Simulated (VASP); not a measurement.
# H13O6F in VASP: notebook

The runs below take H13O6F through single point, with r2SCAN+D3(BJ).

All numbers are computed with VASP 6.6.1; they aren't measurements. Logs are shortened: lines on timing, memory, paths and dates and some standing lists are left out, and cuts for length are marked.

## 1. The cell of the first run

The cell holds a disordered packing, 20 atoms: a = 5.981 Å, b = 5.981 Å, c = 5.981 Å, α = 90.00°, β = 90.00°, γ = 90.00°.

## 2. Single point, r2SCAN+D3(BJ)

The input, POSCAR:

```
H13O6F
1.0
    5.9814240000      0.0000000000      0.0000000000
    0.0000000000      5.9814240000      0.0000000000
    0.0000000000      0.0000000000      5.9814240000
O H F
6 13 1
Direct
    0.2628805448      0.0334034170      0.5947580376
    0.5395036366      0.6973088683      0.6953360939
   -0.1013805408      0.6583382151      0.9669102207
    0.4581016159      0.3209603599     -0.0114855593
    0.2939935373      0.9147152919      0.1481921362
    0.8364730539      1.1403304631      1.1515986829
    0.3378961264      0.1659471056      0.6383262581
    0.2849823052      0.0181060564      0.4291954558
    0.4645214919      0.8391981575      0.6566830908
    0.5823529648      0.6292314339      0.5556870738
   -0.2159853573      0.6741705654      0.8465208285
   -0.0523955500      0.5063175592      0.9877915359
    0.4569814813      0.4241799277      0.1155577668
    0.4782640388      0.4235947828     -0.1308551275
    0.3544139322      1.0458546326      0.0694483454
    0.1812779031      0.8536094415      0.0505063677
    0.7188589206      1.1835475967      1.0494992497
    0.8745241936      0.9939773539      1.1049375533
    0.7740631662      0.2684644994      0.3383475239
    0.6745383708      0.3580585493      0.4399955596
```

The input, INCAR.step1:

```
PREC = Accurate
ENCUT = 1110
ISMEAR = -1
SIGMA = 0.05
LREAL = Auto
LASPH = True
NELM = 120
NBANDS = 44
GGA = PE
ALGO = Normal
EDIFF = 1E-5
LWAVE = True
LCHARG = False
GGA_COMPAT = False
```

The input, INCAR.step2:

```
PREC = Accurate
ENCUT = 1110
EDIFF = 1E-6
ISMEAR = -1
SIGMA = 0.05
LREAL = Auto
LASPH = True
NELM = 120
ALGO = Normal
ISIF = 2
LWAVE = False
LCHARG = False
METAGGA = R2SCAN
LMIXTAU = True
IVDW = 12
VDW_S6 = 1.0
VDW_S8 = 0.78981345
VDW_A1 = 0.49484001
VDW_A2 = 5.73083694
NBANDS = 44
ISTART = 1
GGA_COMPAT = False
```

The input, KPOINTS:

```
Automatic mesh
0
Gamma
  1 1 1
```

Potentials or basis: VASP PAW PBE potentials, release 64 (O_h, H_h, F_h).

Run with:

```
$ cat potpaw_PBE.64/O_h/POTCAR potpaw_PBE.64/H_h/POTCAR potpaw_PBE.64/F_h/POTCAR > POTCAR
$ cp INCAR.step1 INCAR
$ mpirun -np 1 vasp_gam > vasp.out
$ cp INCAR.step2 INCAR
$ mpirun -np 1 vasp_gam > vasp.out
```

OUTCAR:

```text
PREC = Accurate
   ENCUT = 1110
   EDIFF = 1E-6
   ISMEAR = -1
   LREAL = Auto
   LASPH = True
   NELM = 120
   ISIF = 2
   METAGGA = R2SCAN
   IVDW = 12
   ISTART = 1
 IVDW          = 12

 ion  position               nearest neighbor table
   1  0.263  0.033  0.595-   7 0.95   8 1.00
   2  0.540  0.697  0.695-  10 0.96   9 0.99
   3  0.899  0.658  0.967-  12 0.96  11 1.00
   4  0.458  0.321  0.989-  14 0.95  13 0.98
   5  0.294  0.915  0.148-  16 0.96  15 0.98
   6  0.836  0.140  0.152-  18 0.95  17 0.97
   7  0.338  0.166  0.638-   1 0.95
   8  0.285  0.018  0.429-   1 1.00
   9  0.465  0.839  0.657-   2 0.99
  10  0.582  0.629  0.556-   2 0.96
  11  0.784  0.674  0.847-   3 1.00
  12  0.948  0.506  0.988-   3 0.96
  13  0.457  0.424  0.116-   4 0.98
  14  0.478  0.424  0.869-   4 0.95
  15  0.354  0.046  0.069-   5 0.98
  16  0.181  0.854  0.051-   5 0.96
  17  0.719  0.184  0.049-   6 0.97
  18  0.875  0.994  0.105-   6 0.95
  19  0.774  0.268  0.338-  20 1.01
  20  0.675  0.358  0.440-  19 1.01

  LATTYP: Found a simple cubic cell.
 ALAT       =     5.9814240000

  Lattice vectors:

 A1 = (   5.9814240000,   0.0000000000,   0.0000000000)
 A2 = (   0.0000000000,   5.9814240000,   0.0000000000)
 A3 = (   0.0000000000,   0.0000000000,   5.9814240000)

Analysis of symmetry for initial positions (statically):
=====================================================================
 Subroutine PRICEL returns:
 Original cell was already a primitive cell.

 Routine SETGRP: Setting up the symmetry group for a
 simple cubic supercell.

 Subroutine GETGRP returns: Found  1 space group operations
 (whereof  1 operations were pure point group operations)
 out of a pool of 48 trial point group operations.

The static configuration has the point symmetry C_1 .

Analysis of symmetry for dynamics (positions and initial velocities):
=====================================================================
 Subroutine PRICEL returns:
 Original cell was already a primitive cell.

 Routine SETGRP: Setting up the symmetry group for a
 simple cubic supercell.

 Subroutine GETGRP returns: Found  1 space group operations
 (whereof  1 operations were pure point group operations)
 out of a pool of 48 trial point group operations.

The dynamic configuration has the point symmetry C_1 .

 Subroutine INISYM returns: Found  1 space group operations
 (whereof  1 operations are pure point group operations),
 and found     1 'primitive' translations

----------------------------------------------------------------------------------------

                                     Primitive cell

  volume of cell :     214.0000

  direct lattice vectors                    reciprocal lattice vectors
     5.981424000  0.000000000  0.000000000     0.167184269  0.000000000  0.000000000
     0.000000000  5.981424000  0.000000000     0.000000000  0.167184269  0.000000000
     0.000000000  0.000000000  5.981424000     0.000000000  0.000000000  0.167184269

  length of vectors
     5.981424000  5.981424000  5.981424000     0.167184269  0.167184269  0.167184269

  position of ions in fractional coordinates (direct lattice)
     0.262880545  0.033403417  0.594758038
     0.539503637  0.697308868  0.695336094
     0.898619459  0.658338215  0.966910221
     0.458101616  0.320960360  0.988514441
     0.293993537  0.914715292  0.148192136
     0.836473054  0.140330463  0.151598683
[... 12 lines left out ...]
     0.774063166  0.268464499  0.338347524
     0.674538371  0.358058549  0.439995560

  ion indices of the primitive-cell ions
   primitive index   ion index
                 1           1
                 2           2
                 3           3
                 4           4
                 5           5
                 6           6
[... 12 lines left out ...]
                19          19
                20          20

----------------------------------------------------------------------------------------

 KPOINTS: Automatic mesh

Automatic generation of k-mesh.
 Grid dimensions read from file:
 generate k-points for:    1    1    1

 Generating k-lattice:

  Cartesian coordinates                     Fractional coordinates (reciprocal lattice)
     0.167184269  0.000000000  0.000000000     1.000000000  0.000000000  0.000000000
     0.000000000  0.167184269  0.000000000     0.000000000  1.000000000  0.000000000
     0.000000000  0.000000000  0.167184269     0.000000000  0.000000000  1.000000000

  Length of vectors
     0.167184269  0.167184269  0.167184269

  Shift w.r.t. Gamma in fractional coordinates (k-lattice)
     0.000000000  0.000000000  0.000000000

 Subroutine IBZKPT returns following result:
 ===========================================

 Found      1 irreducible k-points:

 Following reciprocal coordinates:
            Coordinates               Weight
  0.000000  0.000000  0.000000      1.000000
   k-points           NKPTS =      1   k-points in BZ     NKDIM =      1   number of bands    NBANDS=     44
   number of dos      NEDOS =    301   number of ions     NIONS =     20
   total plane-waves  NPLWV = 343000
   dimension x,y,z NGX =    70 NGY =   70 NGZ =   70
   dimension x,y,z NGXF=   140 NGYF=  140 NGZF=  140
   ions per type =               6  13   1
   NGX,Y,Z   is equivalent  to a cutoff of  19.46, 19.46, 19.46 a.u.
   NGXF,Y,Z  is equivalent  to a cutoff of  38.91, 38.91, 38.91 a.u.
 SYSTEM =  unknown system
   PREC   = accura    normal or accurate (medium, high low for compatibility)
   ISTART =      1    job   : 0-new  1-cont  2-samecut
   ICHARG =      0    charge: 1-file 2-atom 10-const
   ISPIN  =      1    spin polarized calculation?
   LNONCOLLINEAR =      F non collinear calculations
   LSORBIT =      F    spin-orbit coupling
   LASPH  =      T    aspherical Exc in radial PAW
   ENCUT  = 1110.0 eV  81.58 Ry    9.03 a.u.  16.25 16.25 16.25*2*pi/ulx,y,z
   NELM   =    120;   NELMIN=  2; NELMDL=  0     # of ELM steps
   EDIFF  = 0.1E-05   stopping-criterion for ELM
   LREAL  =      T    real-space projection
   EDIFFG = 0.1E-04   stopping-criterion for IOM
   NSW    =      0    number of steps for IOM
   IBRION =     -1    ionic relax: 0-MD 1-quasi-New 2-CG
   NFREE  =      0    steps in history (QN), initial steepest desc. (CG)
   ISIF   =      2    stress and relaxation
   ISYM   =      2    0-nonsym 1-usesym 2-fastsym
   POTIM  = 0.5000    time-step for ionic-motion
   TEBEG  =    0.0;   TEEND  =   0.0 temperature during run
   PSTRESS=    0.0 pullay stress
   NELECT =      56.0000    total number of electrons
   NUPDOWN=      -1.0000    fix difference up-down
   EMIN   =  10.00;   EMAX   =-10.00  energy-range for DOS
   EFERMI =   0.00;   METHOD = LEGACY
   ISMEAR =    -1;   SIGMA  =   0.05  broadening in eV -4-tet -1-fermi 0-gaus
   EFERMI_NEDOS =   21; number of points for ismear=-14 and -15
   IALGO  =     38    algorithm
   IMIX   =      4    mixing-type and parameters
     AMIX     =   0.40;   BMIX     =  1.00
     AMIX_MAG =   1.60;   BMIX_MAG =  1.00
  volume/ion in A,a.u.               =      10.70        72.21
  Fermi-wavevector in a.u.,A,eV,Ry     =   1.047128  1.978784 14.918463  1.096476
  Thomas-Fermi vector in A             =   2.181995
   LORBIT       =      0    0 simple, 1 ext, 2 COOP (PROOUT), +10 PAW based schemes
   METAGGA = R2SCAN    functional components
   LHFCALC =     F    Hartree Fock is set to
   AEXX    =    0.0000 exact exchange contribution
   IVDW    =    12    specifies the selected vdW correction
   LEPSILON=     F    determine dielectric tensor
   LRPA    =     F    only Hartree local field effects (RPA)
 non-spin polarized calculation
  energy-cutoff  :     1110.00
  volume of cell :      214.00
 maximum number of plane-waves:      8971
 NGX is ok and might be reduce to    70
   NGX = 33   NGY = 33   NGZ = 33

 number of electron      55.9999998 magnetization

 Free energy of the ion-electron system (eV)
  ---------------------------------------------------
  ext. energy  EPLUGINS =         0.00000000
  ---------------------------------------------------
  free energy    TOTEN  =      -104.54831775 eV

  energy without entropy =     -104.54831775  energy(sigma->0) =     -104.54831775

 E-fermi :  -3.0554     XC(G=0):  -6.7903

 val. band max:       -4.2974029403   @ k =   0.0000   0.0000   0.0000
 cond. band min:       1.3499290195   @ k =   0.0000   0.0000   0.0000
 fundamental gap:      5.6473319598
 Fermi energy:        -3.0553658709

 k-point     1 :       0.0000    0.0000    0.0000
  band No.  band energies     occupation
      1     -27.5066      2.00000
      2     -24.7067      2.00000
      3     -24.3163      2.00000
      4     -23.6640      2.00000
      5     -23.3048      2.00000
      6     -23.1284      2.00000
[... 32 lines left out ...]
     39       8.1473      0.00000
     40       8.4236      0.00000
 [bands above 40 left out]

------------------------ aborting loop because EDIFF is reached ----------------------------------------

 Edisp (eV)   -0.30454

 E8    (eV) :    -0.0434

  FORCE on cell =-STRESS in cart. coord.  units (eV):
  Direction    XX          YY          ZZ          XY          YZ          ZX
  --------------------------------------------------------------------------------------
  -------------------------------------------------------------------------------------
  Total      -0.02214     0.14562    -0.22639    -0.45760    -0.30961    -0.05410
  in kB      -0.16575     1.09026    -1.69494    -3.42597    -2.31799    -0.40504
  external pressure =       -0.26 kB  Pullay stress =        0.00 kB

 VOLUME and BASIS-vectors are now :
 -----------------------------------------------------------------------------
  energy-cutoff  :     1110.00
  volume of cell :      214.00
      direct lattice vectors                 reciprocal lattice vectors
     5.981424000  0.000000000  0.000000000     0.167184269  0.000000000  0.000000000
     0.000000000  5.981424000  0.000000000     0.000000000  0.167184269  0.000000000
     0.000000000  0.000000000  5.981424000     0.000000000  0.000000000  0.167184269

 POSITION                                       TOTAL-FORCE (eV/Angst)
 -----------------------------------------------------------------------------------
      1.57240      0.19980      3.55750         0.058957     -0.569125     -1.228672
      3.22700      4.17090      4.15910         0.312788     -0.089065      0.056532
      5.37502      3.93780      5.78350         0.030244      0.653019     -0.090274
      2.74010      1.91980      5.91272        -0.030221      0.067563      1.172252
      1.75850      5.47130      0.88640         0.523884      0.368548     -0.130710
      5.00330      0.83938      0.90678         0.174963      0.851182     -0.317214
[... 12 lines left out ...]
      4.63000      1.60580      2.02380        -0.611782     -0.070634      0.460171
      4.03470      2.14170      2.63180         0.326364     -0.090265     -0.108587
 -----------------------------------------------------------------------------------
    total drift:                                0.006339     -0.002405      0.015359

  FREE ENERGIE OF THE ION-ELECTRON SYSTEM (eV)
  ---------------------------------------------------
  free  energy   TOTEN  =      -104.8528582980 eV

  energy  without entropy=     -104.8528582980  energy(sigma->0) =     -104.85285830
```

It took 4.3 min on 1 thread of Intel Xeon Platinum 8259CL at 2.50GHz (Skylake/Cascade Lake), shared host; peak memory 0.76 GiB.

What came out:

- Free energy: -104.8529 eV
- Pressure: 0.0 GPa
- Largest force: 1.508 eV/Å
- Dispersion energy per atom: -0.015 eV

Forces on the atoms (eV/Å):
```
O    0.059 -0.569 -1.229
O    0.313 -0.089  0.057
O    0.030  0.653 -0.090
O   -0.030  0.068  1.172
O    0.524  0.369 -0.131
O    0.175  0.851 -0.317
H    0.273  0.750  0.003
H   -0.434  0.059  1.055
H   -0.400 -0.245  0.161
H    0.090 -0.076 -0.139
H    0.470 -0.460  0.575
H   -0.308  0.156 -0.354
H   -0.012 -0.534 -0.222
H    0.066  0.946 -1.173
H   -0.412 -0.598  0.208
H   -0.096 -0.209 -0.069
H   -0.503  0.329 -0.124
H    0.481 -1.239  0.265
H   -0.612 -0.071  0.460
F    0.326 -0.090 -0.109
```

Caveat: the k points lie up to 1.05 Å⁻¹ apart, too coarse for converged energies, forces and pressures; the atoms stand as in a frame of molecular dynamics; the PAW data sets were made with another functional, which shifts forces and pressure a little.

## 3. Single point, r2SCAN+D3(BJ)

The input, POSCAR:

```
H13O6F
1.0
    5.9814240000      0.0000000000      0.0000000000
    0.0000000000      5.9814240000      0.0000000000
    0.0000000000      0.0000000000      5.9814240000
O H F
6 13 1
Direct
    0.2354790431      0.0132577125      0.5995395076
    0.5380658519      0.6887991890      0.6996327296
   -0.0365799181      0.6743711865      0.9838627056
    0.4680992352      0.3706809616     -0.0041127330
    0.2746837542      0.9108031800      0.1616003146
    0.8370247620      1.1335093449      1.1250498209
    0.3137714364      0.1542943620      0.6229787422
    0.2483355134     -0.0171698244      0.4364178162
    0.4375713877      0.8143378567      0.6505307097
    0.5837907495      0.6049897148      0.5679249624
   -0.1509339582      0.7056346449      0.8612330442
   -0.0375161500      0.5147938016      0.9965519916
    0.4685171959      0.4386413670      0.1460688960
    0.4645047734      0.4979583457     -0.1146716902
    0.2804683299      1.0474596016      0.0738620101
    0.1747744350      0.8152072149      0.0727251571
    0.6992816426      1.1706744080      1.0360743529
    0.8430099588      0.9790812355      1.1494587242
    0.7449062297      0.2538358759      0.3209436415
    0.6602106789      0.3451184868      0.4292288927
```

The input, INCAR.step1:

```
SYSTEM = H13O6F
PREC     = Accurate       ! precision mode
ENCUT    = 1110           ! plane-wave cutoff, eV
ISMEAR   = -1             ! smearing method
SIGMA    = 0.05           ! smearing width, eV
LREAL    = Auto         
LASPH    = .TRUE.         ! aspherical terms in the spheres
NELM     = 120            ! most SCF steps
NBANDS   = 44             ! bands
GGA      = PE             ! functional
ALGO     = Normal         ! electronic algorithm
EDIFF    = 1E-5           ! SCF threshold, eV
LWAVE    = .TRUE.         ! write WAVECAR
LCHARG   = .FALSE.        ! write CHGCAR
GGA_COMPAT= .FALSE.
```

The input, INCAR.step2:

```
SYSTEM = H13O6F
PREC     = Accurate       ! precision mode
ENCUT    = 1110           ! plane-wave cutoff, eV
EDIFF    = 1E-6           ! SCF threshold, eV
ISMEAR   = -1             ! smearing method
SIGMA    = 0.05           ! smearing width, eV
LREAL    = Auto         
LASPH    = .TRUE.         ! aspherical terms in the spheres
NELM     = 120            ! most SCF steps
ALGO     = Normal         ! electronic algorithm
ISIF     = 2              ! what is computed and relaxed
LWAVE    = .FALSE.        ! write WAVECAR
LCHARG   = .FALSE.        ! write CHGCAR
METAGGA  = R2SCAN         ! meta-GGA
LMIXTAU  = .TRUE.       
IVDW     = 12             ! dispersion correction
VDW_S6   = 1.0          
VDW_S8   = 0.78981345   
VDW_A1   = 0.49484001   
VDW_A2   = 5.73083694   
NBANDS   = 44             ! bands
ISTART   = 1            
GGA_COMPAT= .FALSE.
```

The input, KPOINTS:

```
regular mesh
0
G
  1 1 1
  0 0 0
```

Potentials or basis: VASP PAW PBE potentials, release 64 (O_h, H_h, F_h).

Run with:

```
$ cat potpaw_PBE.64/O_h/POTCAR potpaw_PBE.64/H_h/POTCAR potpaw_PBE.64/F_h/POTCAR > POTCAR
$ cp INCAR.step1 INCAR
$ mpirun -np 1 vasp_gam > vasp.out
$ cp INCAR.step2 INCAR
$ mpirun -np 1 vasp_gam > vasp.out
```

Wall time 4.5 min (1 thread of Intel Xeon Platinum 8375C at 2.90GHz (Ice Lake), shared host); peak memory 0.75 GiB.

It converged, with:

| Property | Result |
| --- | --- |
| Free energy | -105.0165 eV |
| Pressure | -1.5 GPa |
| Largest force | 2.588 eV/Å |
| Dispersion energy per atom | -0.015 eV |

Forces in eV/Å, atoms in the order of the input:
```
O    0.583  0.393 -0.424
O    0.042  0.408 -0.392
O   -1.806  0.352 -1.737
O   -0.246  0.489  0.475
O    0.392  0.223 -0.314
O   -1.183  2.250 -0.483
H   -0.294 -0.472 -0.137
H   -0.234  0.226  0.420
H    0.197 -0.506  0.352
H   -0.122  0.189  0.205
H    1.220 -0.308  1.347
H    0.054 -0.371  0.089
H    0.015 -0.329 -1.037
H    0.204 -0.435  0.560
H    0.146 -0.151  0.259
H    0.054  0.067  0.262
H    0.805 -0.257  0.419
H    0.068 -1.680  0.095
H    0.202 -0.146 -0.153
F   -0.099  0.056  0.194
```

Stress tensor (GPa, compression positive):
```
-2.00  0.72 -0.99
 0.72 -0.45  0.21
-0.99  0.21 -1.97
```

Levels at points of the mesh, in eV from the Fermi level:
```tsv
k point	band 26	band 27	band 28	band 29	band 30	band 31
(0.00, 0.00, 0.00)	-1.67	-1.57	-1.23	4.20	7.85	8.18
```

Caveat: the k points lie up to 1.05 Å⁻¹ apart, too coarse for converged energies, forces and pressures; the PAW data sets were made with another functional, which shifts forces and pressure a little.
